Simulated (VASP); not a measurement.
Re, 1 atom in the cell. The structure is cubic, space group Fm-3m (No. 225). Conventional cell: a = 3.894 Å, b = 3.894 Å, c = 3.894 Å, α = 90.00°, β = 90.00°, γ = 90.00°. Re (site symmetry m-3m) has 12 Re at 2.75 Å within 3.6 Å.  This cell differs from its parent crystal: volume 14.767 Å^3 an atom, c/a of the conventional cell 1.0000.

| Item | Value |
| --- | --- |
| Program | VASP 6.6.1 |
| Task | single point |
| Functional | PBE |
| Potentials or basis | VASP PAW PBE potentials, release 64 (Re) |
| Cutoff | 520 eV |
| k mesh | 10 × 10 × 10 |
| Occupations | gaussian, width 0.15 eV |
| Spin | no spin polarisation |
| Dipole correction | no |
| Further INCAR settings | ALGO = Fast; EDIFF = 1e-06; NBANDS = 10 |

Potentials or basis: VASP PAW PBE potentials, release 64 (Re).

The run is started by

```console
$ cat potpaw_PBE.64/Re/POTCAR > POTCAR
$ mpirun -np 1 vasp_std > vasp.out
```

Hardware: 1 thread of AMD EPYC 7R13 (shared host).

**Question.** Estimate the wall time of this run.

**Answer.** Run time: 13 s on 1 thread of AMD EPYC 7R13, with other jobs on the host, peak memory 0.1 GiB. Counts: scf iterations 13, k points 47.
